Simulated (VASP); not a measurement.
# Sb in VASP: further runs

Aim: see how the results for Sb move with the level of theory and the settings. Levels: r2SCAN, PBE. Tasks: single point.

All numbers are computed with VASP 6.6.1; they aren't measurements. Logs are shortened: lines on timing, memory, paths and dates and some standing lists are left out, and cuts for length are marked.

### Step 1. The cell of the first run

The structure is tetragonal, space group I4/mcm (No. 140). The conventional cell has a = 8.060 Å, b = 8.060 Å, c = 4.051 Å, α = 90.00°, β = 90.00°, γ = 90.00°. Within 4.0 Å of Sb (site symmetry m2m) lie 7 Sb at 3.03 to 3.45 Å.

### Step 2. Single point, r2SCAN

Input file POSCAR:

```
Sb
1.0
   -4.0300106443      4.0300106443      2.0254867038
    4.0300106443     -4.0300106443      2.0254867038
    4.0300106443      4.0300106443     -2.0254867038
Sb
4
Direct
    0.6512630600      0.1512630600      0.8025261200
    0.1512630600      0.3487369400      0.5000000000
    0.3487369400      0.8487369400      0.1974738800
    0.8487369400      0.6512630600      0.5000000000
```

Input file INCAR.step1:

```
PREC     = Accurate       # precision mode
ENCUT    = 520            # plane-wave cutoff, eV
ISMEAR   = -1             # smearing method
SIGMA    = 0.05           # smearing width, eV
LREAL    = False          # projectors in reciprocal space
LASPH    = True           # aspherical terms in the spheres
NELM     = 100            # most SCF steps
NBANDS   = 18             # bands
GGA      = PE             # functional
ALGO     = Normal         # electronic algorithm
EDIFF    = 1E-4           # SCF threshold, eV
LWAVE    = True           # write WAVECAR
LCHARG   = False          # write CHGCAR
```

Input file INCAR.step2:

```
PREC     = Accurate       # precision mode
ENCUT    = 520            # plane-wave cutoff, eV
EDIFF    = 1E-6           # SCF threshold, eV
ISMEAR   = -1             # smearing method
SIGMA    = 0.05           # smearing width, eV
LREAL    = False          # projectors in reciprocal space
LASPH    = True           # aspherical terms in the spheres
NELM     = 100            # most SCF steps
ALGO     = Normal         # electronic algorithm
ISIF     = 2              # what is computed and relaxed
LWAVE    = False          # write WAVECAR
LCHARG   = False          # write CHGCAR
METAGGA  = R2SCAN         # meta-GGA
LMIXTAU  = True         
NBANDS   = 18             # bands
ISTART   = 1
```

Input file KPOINTS:

```
regular mesh
0
Gamma
  4 4 4
```

Potentials or basis: VASP PAW PBE potentials, release 64 (Sb).

Command:

```
$ cat potpaw_PBE.64/Sb/POTCAR > POTCAR
$ cp INCAR.step1 INCAR
$ mpirun -np 1 vasp_std > vasp.out
$ cp INCAR.step2 INCAR
$ mpirun -np 1 vasp_std > vasp.out
```

OUTCAR:

```text
PREC = Accurate
   ENCUT = 520
   EDIFF = 1E-6
   ISMEAR = -1
   LREAL = False
   LASPH = True
   NELM = 100
   ISIF = 2
   METAGGA = R2SCAN
   ISTART = 1

 ion  position               nearest neighbor table
   1  0.651  0.151  0.803-   3 3.03   3 3.03   2 3.17   4 3.17   2 3.17   4 3.17   3 3.45
   2  0.151  0.349  0.500-   4 3.03   4 3.03   1 3.17   3 3.17   1 3.17   3 3.17   4 3.45
   3  0.349  0.849  0.197-   1 3.03   1 3.03   2 3.17   4 3.17   4 3.17   2 3.17   1 3.45
   4  0.849  0.651  0.500-   2 3.03   2 3.03   1 3.17   3 3.17   3 3.17   1 3.17   2 3.45

  LATTYP: Found a body centered tetragonal cell.
 ALAT       =     8.0600212886
 C/A-ratio  =     0.5026008322

  Lattice vectors:

 A1 = (  -4.0300106443,   4.0300106443,   2.0254867038)
 A2 = (   4.0300106443,  -4.0300106443,   2.0254867038)
 A3 = (   4.0300106443,   4.0300106443,  -2.0254867038)

Analysis of symmetry for initial positions (statically):
=====================================================================
 Subroutine PRICEL returns:
 Original cell was already a primitive cell.

 Routine SETGRP: Setting up the symmetry group for a
 body centered tetragonal supercell.

 Subroutine GETGRP returns: Found 16 space group operations
 (whereof  8 operations were pure point group operations)
 out of a pool of 16 trial point group operations.

The static configuration has the point symmetry C_4h.
 The point group associated with its full space group is D_4h.

Analysis of symmetry for dynamics (positions and initial velocities):
=====================================================================
 Subroutine PRICEL returns:
 Original cell was already a primitive cell.

 Routine SETGRP: Setting up the symmetry group for a
 body centered tetragonal supercell.

 Subroutine GETGRP returns: Found 16 space group operations
 (whereof  8 operations were pure point group operations)
 out of a pool of 16 trial point group operations.

The dynamic configuration has the point symmetry C_4h.
 The point group associated with its full space group is D_4h.

 Subroutine INISYM returns: Found 16 space group operations
 (whereof  8 operations are pure point group operations),
 and found     1 'primitive' translations

----------------------------------------------------------------------------------------

                                     Primitive cell

  volume of cell :     131.5836

  direct lattice vectors                    reciprocal lattice vectors
    -4.030010644  4.030010644  2.025486704     0.000000000  0.124069151  0.246854249
     4.030010644 -4.030010644  2.025486704     0.124069151  0.000000000  0.246854249
     4.030010644  4.030010644 -2.025486704     0.124069151  0.124069151  0.000000000

  length of vectors
     6.048517833  6.048517833  6.048517833     0.276279161  0.276279161  0.175460276

  position of ions in fractional coordinates (direct lattice)
     0.651263060  0.151263060  0.802526120
     0.151263060  0.348736940  0.500000000
     0.348736940  0.848736940  0.197473880
     0.848736940  0.651263060  0.500000000

  ion indices of the primitive-cell ions
   primitive index   ion index
                 1           1
                 2           2
                 3           3
                 4           4

----------------------------------------------------------------------------------------

 KPOINTS: regular mesh

Automatic generation of k-mesh.
 Grid dimensions read from file:
 generate k-points for:    4    4    4

 Generating k-lattice:

  Cartesian coordinates                     Fractional coordinates (reciprocal lattice)
     0.000000000  0.031017288  0.061713562     0.250000000  0.000000000 -0.000000000
     0.031017288  0.000000000  0.061713562     0.000000000  0.250000000 -0.000000000
     0.031017288  0.031017288  0.000000000     0.000000000  0.000000000  0.250000000

  Length of vectors
     0.069069790  0.069069790  0.043865069

  Shift w.r.t. Gamma in fractional coordinates (k-lattice)
     0.000000000  0.000000000  0.000000000

 Subroutine IBZKPT returns following result:
 ===========================================

 Found     13 irreducible k-points:

 Following reciprocal coordinates:
            Coordinates               Weight
  0.000000  0.000000  0.000000      1.000000
  0.250000  0.000000  0.000000      8.000000
  0.500000  0.000000  0.000000      4.000000
  0.250000  0.250000  0.000000      8.000000
  0.500000  0.250000 -0.000000     16.000000
 -0.250000  0.250000  0.000000      4.000000
  0.500000  0.500000  0.000000      2.000000
  0.250000  0.250000  0.250000      2.000000
 -0.250000  0.250000  0.250000      4.000000
  0.500000  0.500000  0.250000      4.000000
 -0.250000  0.500000  0.250000      8.000000
 -0.250000 -0.250000  0.250000      2.000000
  0.500000  0.500000  0.500000      1.000000
   k-points           NKPTS =     13   k-points in BZ     NKDIM =     13   number of bands    NBANDS=     18
   number of dos      NEDOS =    301   number of ions     NIONS =      4
   total plane-waves  NPLWV = 110592
   dimension x,y,z NGX =    48 NGY =   48 NGZ =   48
   dimension x,y,z NGXF=    96 NGYF=   96 NGZF=   96
   ions per type =               4
   NGX,Y,Z   is equivalent  to a cutoff of  13.19, 13.19, 13.19 a.u.
   NGXF,Y,Z  is equivalent  to a cutoff of  26.39, 26.39, 26.39 a.u.
 SYSTEM =  unknown system
   PREC   = accura    normal or accurate (medium, high low for compatibility)
   ISTART =      1    job   : 0-new  1-cont  2-samecut
   ICHARG =      0    charge: 1-file 2-atom 10-const
   ISPIN  =      1    spin polarized calculation?
   LNONCOLLINEAR =      F non collinear calculations
   LSORBIT =      F    spin-orbit coupling
   LASPH  =      T    aspherical Exc in radial PAW
   ENCUT  =  520.0 eV  38.22 Ry    6.18 a.u.  11.25 11.25 11.25*2*pi/ulx,y,z
   NELM   =    100;   NELMIN=  2; NELMDL=  0     # of ELM steps
   EDIFF  = 0.1E-05   stopping-criterion for ELM
   LREAL  =      F    real-space projection
   EDIFFG = 0.1E-04   stopping-criterion for IOM
   NSW    =      0    number of steps for IOM
   IBRION =     -1    ionic relax: 0-MD 1-quasi-New 2-CG
   NFREE  =      0    steps in history (QN), initial steepest desc. (CG)
   ISIF   =      2    stress and relaxation
   ISYM   =      2    0-nonsym 1-usesym 2-fastsym
   POTIM  = 0.5000    time-step for ionic-motion
   TEBEG  =    0.0;   TEEND  =   0.0 temperature during run
   PSTRESS=    0.0 pullay stress
   NELECT =      20.0000    total number of electrons
   NUPDOWN=      -1.0000    fix difference up-down
   EMIN   =  10.00;   EMAX   =-10.00  energy-range for DOS
   EFERMI =   0.00;   METHOD = LEGACY
   ISMEAR =    -1;   SIGMA  =   0.05  broadening in eV -4-tet -1-fermi 0-gaus
   EFERMI_NEDOS =   21; number of points for ismear=-14 and -15
   IALGO  =     38    algorithm
   IMIX   =      4    mixing-type and parameters
     AMIX     =   0.40;   BMIX     =  1.00
     AMIX_MAG =   1.60;   BMIX_MAG =  1.00
  volume/ion in A,a.u.               =      32.90       221.99
  Fermi-wavevector in a.u.,A,eV,Ry     =   0.873677  1.651010 10.385484  0.763312
  Thomas-Fermi vector in A             =   1.993101
   LORBIT       =      0    0 simple, 1 ext, 2 COOP (PROOUT), +10 PAW based schemes
   METAGGA = R2SCAN    functional components
   LHFCALC =     F    Hartree Fock is set to
   AEXX    =    0.0000 exact exchange contribution
   IVDW    =     0    specifies the selected vdW correction
   LEPSILON=     F    determine dielectric tensor
   LRPA    =     F    only Hartree local field effects (RPA)
 non-spin polarized calculation
  energy-cutoff  :      520.00
  volume of cell :      131.58
 maximum number of plane-waves:      3571
 NGX is ok and might be reduce to    48
   NGX = 23   NGY = 23   NGZ = 23

 number of electron      20.0000002 magnetization

 Free energy of the ion-electron system (eV)
  ---------------------------------------------------
  ext. energy  EPLUGINS =         0.00000000
  ---------------------------------------------------
  free energy    TOTEN  =      -101.48196712 eV

  energy without entropy =     -101.46655285  energy(sigma->0) =     -101.47425999

 E-fermi :   6.0712     XC(G=0):  -9.4788

 val. band max:        6.0192303904   @ k =  -0.2500   0.2500   0.0000
 cond. band min:       6.1281538107   @ k =   0.2500   0.2500   0.2500
 fundamental gap:      0.1089234202
 Fermi energy:         6.0712185986

 k-point     1 :       0.0000    0.0000    0.0000
  band No.  band energies     occupation
      1      -7.0664      2.00000
      2      -3.4871      2.00000
      3      -2.1891      2.00000
      4      -2.1891      2.00000
      5       0.9612      2.00000
      6       4.2828      2.00000
[... 10 lines left out ...]
     17      12.1121      0.00000
     18      13.0052      0.00000

 k-point     2 :       0.2500    0.0000    0.0000
  band No.  band energies     occupation
      1      -6.3450      2.00000
      2      -3.5093      2.00000
      3      -2.3596      2.00000
      4      -1.8480      2.00000
      5       1.5255      2.00000
      6       1.6291      2.00000
[... 10 lines left out ...]
     17      11.0957      0.00000
     18      12.9998      0.00000

 k-point     3 :       0.5000    0.0000    0.0000
  band No.  band energies     occupation
      1      -4.2689      2.00000
      2      -4.2689      2.00000
      3      -2.8734      2.00000
      4      -2.8734      2.00000
      5       0.8067      2.00000
      6       0.8067      2.00000
[... 10 lines left out ...]
     17      11.9918      0.00000
     18      11.9918      0.00000

 k-point     4 :       0.2500    0.2500    0.0000
  band No.  band energies     occupation
      1      -4.4745      2.00000
      2      -3.9505      2.00000
      3      -3.0639      2.00000
      4      -2.8563      2.00000
      5       0.6210      2.00000
      6       1.9312      2.00000
[... 144 lines left out ...]
      4      -1.7897      2.00000
      5       2.3250      2.00000
      6       2.5671      2.00000
[... 10 lines left out ...]
     17      12.0304      0.00000
     18      12.1688      0.00000

 k-point    12 :      -0.2500   -0.2500    0.2500
  band No.  band energies     occupation
      1      -4.6708      2.00000
      2      -3.5247      2.00000
      3      -3.0463      2.00000
      4      -3.0463      2.00000
      5       0.5233      2.00000
      6       1.9128      2.00000
[... 10 lines left out ...]
     17      11.7908      0.00000
     18      13.0257      0.00000

 k-point    13 :       0.5000    0.5000    0.5000
  band No.  band energies     occupation
      1      -5.4848      2.00000
      2      -5.0579      2.00000
      3      -5.0579      2.00000
      4       0.8308      2.00000
      5       1.4849      2.00000
      6       2.9245      2.00000
[... 10 lines left out ...]
     17      10.2031      0.00000
     18      11.5056      0.00000

------------------------ aborting loop because EDIFF is reached ----------------------------------------

  FORCE on cell =-STRESS in cart. coord.  units (eV):
  Direction    XX          YY          ZZ          XY          YZ          ZX
  --------------------------------------------------------------------------------------
  -------------------------------------------------------------------------------------
  Total       -0.1229212     -0.1229212      1.2453898      0.0000000     -0.0000000     -0.0000000
  in kB       -1.4967031     -1.4967031     15.1640114      0.0000000     -0.0000000     -0.0000000
  external PRESSURE =       4.0568684 kB  Pullay stress =       0.0000000 kB

 VOLUME and BASIS-vectors are now :
 -----------------------------------------------------------------------------
  energy-cutoff  :      520.00
  volume of cell :      131.58
      direct lattice vectors                 reciprocal lattice vectors
    -4.030010644  4.030010644  2.025486704     0.000000000  0.124069151  0.246854249
     4.030010644 -4.030010644  2.025486704     0.124069151  0.000000000  0.246854249
     4.030010644  4.030010644 -2.025486704     0.124069151  0.124069151  0.000000000

 POSITION                                       TOTAL-FORCE (eV/Angst)
 -----------------------------------------------------------------------------------
      1.21918      5.24919     -0.00000         0.107286      0.107286     -0.000000
      2.81083      1.21918      0.00000        -0.107286      0.107286     -0.000000
      2.81083     -1.21918      2.02549        -0.107286     -0.107286      0.000000
      1.21918      2.81083      2.02549         0.107286     -0.107286     -0.000000
 -----------------------------------------------------------------------------------
    total drift:                                0.000000     -0.000000      0.000000

  FREE ENERGIE OF THE ION-ELECTRON SYSTEM (eV)
  ---------------------------------------------------
  free  energy   TOTEN  =      -101.4819671235 eV

  energy  without entropy=     -101.4665528487  energy(sigma->0) =     -101.47425999
```

Run time: 71 s. Hardware: 1 thread of Intel Xeon 6975P-C (Granite Rapids), shared host; peak memory 0.34 GiB.

What came out:

```
Free energy            : -101.4820 eV
Pressure               : 0.4 GPa
Largest force          : 0.152 eV/Å
Band gap on the k mesh : zero (band 10 reaches 6.79 eV, above the bottom of band 11 at 4.96 eV)
```

Forces in eV/Å, atoms in the order of the input:
```
Sb   0.107  0.107  0.000
Sb  -0.107  0.107  0.000
Sb  -0.107 -0.107  0.000
Sb   0.107 -0.107  0.000
```

Stress tensor (GPa, compression positive):
```
-0.15  0.00  0.00
 0.00 -0.15  0.00
 0.00  0.00  1.52
```

Caveat: the k points lie up to 0.43 Å⁻¹ apart; the PAW data sets were made with another functional, which shifts forces and pressure a little; spin-orbit coupling is left out, which moves the levels of the heavy elements.

### Step 3. Single point, PBE (atoms moved at random)

Input file INCAR:

```
SYSTEM = Sb
ALGO     = Normal         ! electronic algorithm
EDIFF    = 1E-7           ! SCF threshold, eV
ENCUT    = 520            ! plane-wave cutoff, eV
GGA      = PE             ! functional
ISIF     = 2              ! what is computed and relaxed
ISMEAR   = -1             ! smearing method
LASPH    = .TRUE.         ! aspherical terms in the spheres
LCHARG   = .FALSE.        ! write CHGCAR
LREAL    = .FALSE.        ! projectors in reciprocal space
LWAVE    = .FALSE.        ! write WAVECAR
NBANDS   = 18             ! bands
NELM     = 60             ! most SCF steps
PREC     = Accurate       ! precision mode
SIGMA    = 0.05           ! smearing width, eV
```

Input file KPOINTS:

```
k-points
0
G
  7 7 7
  0 0 0
```

Input file POSCAR:

```
Sb
1.0
   -4.0300106443      4.0300106443      2.0254867038
    4.0300106443     -4.0300106443      2.0254867038
    4.0300106443      4.0300106443     -2.0254867038
Sb
4
Direct
    0.6472410000      0.1486930000      0.8082950000
    0.1448940000      0.3458360000      0.4957410000
    0.3475800000      0.8502440000      0.1955210000
    0.8504480000      0.6478550000      0.4985030000
```

Potentials or basis: VASP PAW PBE potentials, release 64 (Sb).

Command:

```
$ cat potpaw_PBE.64/Sb/POTCAR > POTCAR
$ mpirun -np 1 vasp_std > vasp.out
```

It took 5.9 min on 1 thread of Intel Xeon 6975P-C, shared host; peak memory 0.52 GiB.

It converged, with:

```yaml
Free_energy: -15.4748 eV
Pressure: 1.6 GPa
Largest_force: 0.198 eV/Å
Band_gap_on_the_k_mesh: zero (band 10 reaches 6.75 eV, above the bottom of band 11 at 5.30 eV)
```

Forces in eV/Å, atoms in the order of the input:
```
Sb  -0.158 -0.107  0.053
Sb  -0.003  0.103  0.001
Sb   0.015  0.067 -0.042
Sb   0.146 -0.063 -0.012
```

Stress tensor (GPa, compression positive):
```
 1.39  0.35 -0.12
 0.35  1.40 -0.21
-0.12 -0.21  2.07
```

Levels at points of the mesh, in eV from the Fermi level:
| k point | band 8 | band 9 | band 10 | band 11 | band 12 | band 13 |
| --- | --- | --- | --- | --- | --- | --- |
| (0.00, 0.00, 0.00) | -1.11 | -1.09 | -1.00 | -0.82 | -0.37 | 2.55 |

Caveat: the cell differs from its parent crystal (atoms moved at random); spin-orbit coupling is left out, which moves the levels of the heavy elements.
